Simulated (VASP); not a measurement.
Input of a VASP 6.6.1 run:

Contents of INCAR:

```
SYSTEM = CdO5
PREC = Accurate
ENCUT = 600
EDIFF = 1E-6
ISMEAR = 0
SIGMA = 0.1
LREAL = .False.
LASPH = .True.
NELM = 150
ALGO = Normal
ISIF = 3
LWAVE = .False.
LCHARG = .False.
ISPIN = 2
MAGMOM = 0 1 1 1 1 1
LORBIT = 11
GGA = PE
IBRION = 2
NSW = 90
EDIFFG = -0.04
```

File KPOINTS:

```
regular mesh
0
Gamma
  4 4 4
  0 0 0
```

POSCAR

```
CdO5
1.0
    0.0000000000      3.2639355000      3.2639355000
    3.2639355000      0.0000000000      3.2639355000
    3.2639355000      3.2639355000      0.0000000000
Cd O
1 5
Direct
    0.0000000000      0.0000000000      0.0000000000
    0.7500000000      0.7500000000      0.7500000000
    0.3750000000      0.3750000000      0.8750000000
    0.3750000000      0.8750000000      0.3750000000
    0.8750000000      0.3750000000      0.3750000000
    0.3750000000      0.3750000000      0.3750000000
```

Potentials or basis: VASP PAW PBE potentials, release 64 (Cd, O).

The run is started by

```console
$ cat potpaw_PBE.64/Cd/POTCAR potpaw_PBE.64/O/POTCAR > POTCAR
$ mpirun -np 1 vasp_std > vasp.out
```

**Question.** What does it give for the relaxed volume?

**Answer.** 10.22 Å³/atom.

**Question.** Predict the net moment.

**Answer.** 4.82 μB per cell.

**Question.** What does it give for the site moments?

**Answer.** Cd -0.03; O +1.27, +0.74 (each value once) μB.

**Question.** What does it give for the relaxed cell?

**Answer.** a = 4.426 Å, b = 4.426 Å, c = 4.426 Å, α = 60.00°, β = 60.00°, γ = 60.00°.

Step by step:
```csv
step,energy change (eV),largest force (eV/Å),pressure (GPa),volume (Å³)
1,0.0000,0.0132,-9.43,69.54
2,-0.2538,0.0892,-2.10,62.90
3,-0.2630,0.1135,-0.13,61.61
4,-0.2630,0.1165,0.12,61.46
5,-0.2654,0.0897,0.11,61.42
6,-0.2686,0.0055,0.19,61.32
```

Caveat: the k points lie up to 0.43 Å⁻¹ apart in the final cell.
